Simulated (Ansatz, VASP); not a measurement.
K2Os in VASP and in Ansatz

```
CELL_PARAMETERS angstrom
5.41813 0.00000 0.00000
-2.70907 4.69224 0.00000
0.00000 0.00000 3.44426
ATOMIC_POSITIONS crystal
K 0.33333 0.66667 0.50000
K 0.66667 0.33333 0.50000
Os 0.00000 0.00000 0.00000
```

Alike in both runs: task relaxation of cell and atoms; functional PBE; k mesh 12 × 12 × 14; occupations gaussian, width 0.1 eV; no spin polarisation.

```csv
,VASP,Ansatz
version,VASP 6.6.1,Ansatz 0.2.0
potentials or method,"VASP PAW PBE potentials, release 64 (K_sv, Os), cutoff 600 eV","scalar-relativistic, plane waves, PAW"
valence electrons in the cell,26,34
```

|  | VASP | Ansatz | Ansatz less VASP |
| --- | --- | --- | --- |
| gap on the k mesh at the Fermi level, each at its own relaxed structure (eV) | none | none | - |
| relaxed volume (Å³/atom) | 25.51 | 25.41 | -0.094 |
| relaxed length of the cell vector where the two differ most in proportion (Å) | 2.692 | 2.685 | -0.0069 |

A gap of «none» marks a metal or a gap that the smearing closes. VASP's potentials hold 26 valence electrons a cell and Ansatz's 34, so a difference there can come from the potentials and not from the codes.

Neither program's run includes spin-orbit coupling.
